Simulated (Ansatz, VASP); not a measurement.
## One calculation of BaTiO3, two programs

```
Ba Ti O
1.0
     2.86037    1.65144    2.34605
    -2.86037    1.65144    2.34605
     0.00000   -3.30287    2.34605
Ba Ti O
1 1 3
Direct
  0.00268 0.00268 0.00268
  0.55542 0.55542 0.55542
  0.49032 0.49032 0.98258
  0.49032 0.98258 0.49032
  0.98258 0.49032 0.49032
```

Alike in both runs: task single point; functional PBE; k mesh 6 × 6 × 6; occupations gaussian, width 0.05 eV; no spin polarisation; Hubbard terms Ti d U = 4.0 eV.

|  | VASP | Ansatz |
| --- | --- | --- |
| version | VASP 6.6.1 | Ansatz 0.2.0 |
| potentials or method | VASP PAW PBE potentials, release 64 (Ba_sv, Ti_sv, O), cutoff 520 eV | scalar-relativistic, plane waves, PAW |
| valence electrons in the cell | 40 | 40 |

```csv
,VASP,Ansatz,Ansatz less VASP
gap on the k mesh at the Fermi level (eV),3.94,3.97,+0.035
least direct gap on the mesh (eV),4.39,4.26,-0.129
pressure (GPa),15.2,11.1,-4.14
"traceless stress, the component that is largest in VASP (GPa)",-1.53,0.02,+1.552
rms of the force components (eV/Å),1.781,1.401,-0.3797
```

The programs project onto different local orbitals, so the same U acts differently, and such runs can settle in different states. Atom by atom the forces differ by 0.413 eV/Å (rms over components).

Neither program's run includes spin-orbit coupling.
